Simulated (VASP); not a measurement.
Input of a VASP 6.6.1 run:

The input INCAR:

```
  ALGO = Normal
  EDIFF = 1E-6
  ENCUT = 520
  GGA = CA
  ISIF = 2
  ISMEAR = 0
  LASPH = T
  LCHARG = T
  LELF = T
  LREAL = F
  LVHAR = T
  LWAVE = F
  NBANDS = 11
  NELM = 100
  PREC = Accurate
  SIGMA = 0.05
```

The input KPOINTS:

```
k-points
0
Gamma
  12 12 12
```

Contents of POSCAR:

```
BN
1.0
    0.0226625125      1.8130010000      1.8130010000
    1.8356635125      0.0000000000      1.8356635125
    1.8130010000      1.8130010000      0.0226625125
B N
1 1
Direct
    0.0000000000      0.0000000000      0.0000000000
    0.7500000000      0.7500000000      0.7500000000
```

Potentials or basis: VASP PAW LDA potentials, release 64 (B, N).

The run is started by

```sh
$ cat potpaw_LDA.64/B/POTCAR potpaw_LDA.64/N/POTCAR > POTCAR
$ mpirun -np 1 vasp_std > vasp.out
```

Q: Predict the band gap on the k mesh.

A: 4.25 eV (least direct gap 8.26 eV).

Q: Estimate the pressure.

A: -13.1 GPa.

Forces in eV/Å, atoms in the order of the input:
```
B    0.000 -0.027  0.000
N    0.000  0.027  0.000
```

Caveat: the cell differs from its parent crystal (strain +0.0250 x Voigt [0, 0, 0, 0, 1, 0]); the cell stands under tension. A k mesh can miss the band edges.
